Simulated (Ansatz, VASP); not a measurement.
One calculation of Zr, two programs

```xyz
7
Lattice="3.1891 0.0000 0.0000 0.0000 4.5100 0.0000 0.0000 0.0000 27.5672" Properties=species:S:1:pos:R:3 pbc="T T T"
Zr    1.5945    2.2550    9.0000
Zr    0.0000    0.0000   10.5945
Zr    1.5945    2.2550   12.1891
Zr    0.0000    0.0000   13.7771
Zr    1.5945    2.2550   15.3614
Zr    0.0000    0.0000   16.9931
Zr    1.5945    2.2550   18.4432
```

Alike in both runs: task single point; functional PBE; k mesh 18 × 13 × 1; occupations gaussian, width 0.1 eV; no spin polarisation.

|  | VASP | Ansatz |
| --- | --- | --- |
| version | VASP 6.6.1 | Ansatz 0.2.0 |
| potentials or method | VASP PAW PBE potentials, release 64 (Zr_sv), cutoff 520 eV | scalar-relativistic, plane waves, PAW |
| valence electrons in the cell | 84 | 84 |

|  | VASP | Ansatz | Ansatz less VASP |
| --- | --- | --- | --- |
| gap on the k mesh at the Fermi level (eV) | none | none | - |
| rms of the force components (eV/Å) | 0.146 | 0.146 | +0.0001 |
| work function, face that differs most (eV) | 3.24 | 3.24 | +0.001 |

Atom by atom the forces differ by 0.001 eV/Å (rms over components). A gap of «none» marks a metal or a gap that the smearing closes. Ansatz's warnings: xc potential rough in thin density.
